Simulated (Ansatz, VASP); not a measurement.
## Se in VASP and in Ansatz

```
Se
1.0
     4.36620    0.00000    0.00000
    -2.18310    3.78124    0.00000
     0.00000    0.00000    4.80499
Se
3
Direct
  0.22540 0.00000 0.33333
  0.00000 0.22540 0.66667
  0.77460 0.77460 0.00000
```

Change from the starting cell: zz strain of -3 %.

Alike in both runs: task single point; functional PBEsol; k mesh 6 × 6 × 5; occupations fermi-dirac, width 0.03 eV; no spin polarisation.

|  | VASP | Ansatz |
| --- | --- | --- |
| version | VASP 6.6.1 | Ansatz 0.2.0 |
| potentials or method | VASP PAW PBE potentials, release 64 (Se), cutoff 520 eV | all-electron LAPW, scalar-relativistic |

Ansatz gave:

```
gap on the k mesh at the Fermi level (eV)                     : 1.17
pressure (GPa)                                                : 2.7
traceless stress, the component that is largest in VASP (GPa) : 2.45
rms of the force components (eV/Å)                            : 0.387
```

**Question.** Estimate VASP's values.

**Answer.** gap on the k mesh at the Fermi level (eV): 1.16; pressure (GPa): 3.0; traceless stress, the component that is largest in VASP (GPa): 2.54; rms of the force components (eV/Å): 0.422.

VASP's potentials were made for PBE, not for PBEsol. Atom by atom the forces differ by 0.035 eV/Å (rms over components). Ansatz ran all-electron here, and VASP with PAW potentials.
